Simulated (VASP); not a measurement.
Here is a VASP 6.6.1 calculation.

File INCAR:

```
SYSTEM = Li2SbMo3
  ALGO = Fast
  EDIFF = 1E-7
  ENCUT = 520
  GGA = PE
  ISIF = 2
  ISMEAR = 0
  LASPH = .TRUE.
  LCHARG = .FALSE.
  LREAL = .FALSE.
  LWAVE = .FALSE.
  NBANDS = 36
  NELM = 100
  PREC = Accurate
  SIGMA = 0.1
```

File KPOINTS:

```
k-points
0
G
  4 4 4
  0 0 0
```

File POSCAR:

```
Li2SbMo3
1.0
    2.7075373300     -4.5280117600      0.0000000000
    2.7075373300      4.5280117600      0.0000000000
    0.0000000000      0.0000000000      4.2335890800
Li Sb Mo
2 1 3
Direct
    0.0000000000      0.5000000000      0.5000000000
    0.5000000000      0.0000000000      0.5000000000
    0.5000000000      0.5000000000      0.0000000000
    0.1610669000      0.8389331000      0.0000000000
    0.8389331000      0.1610669000      0.0000000000
    0.0000000000      0.0000000000      0.5000000000
```

Potentials or basis: VASP PAW PBE potentials, release 64 (Li_sv, Sb, Mo_sv).

Command:

```sh
$ cat potpaw_PBE.64/Li_sv/POTCAR potpaw_PBE.64/Sb/POTCAR potpaw_PBE.64/Mo_sv/POTCAR > POTCAR
$ mpirun -np 1 vasp_std > vasp.out
```

(1) What does it give for the band gap on the k mesh?

(2) Estimate the largest force.

Results:

(1) zero (an odd number of electrons rules out a gap without spin polarisation).

(2) 0.395 eV/Å.

Caveat: the k points lie up to 0.37 Å⁻¹ apart, too coarse for converged energies and pressures of a metal; spin-orbit coupling is left out, which moves the levels of the heavy elements.
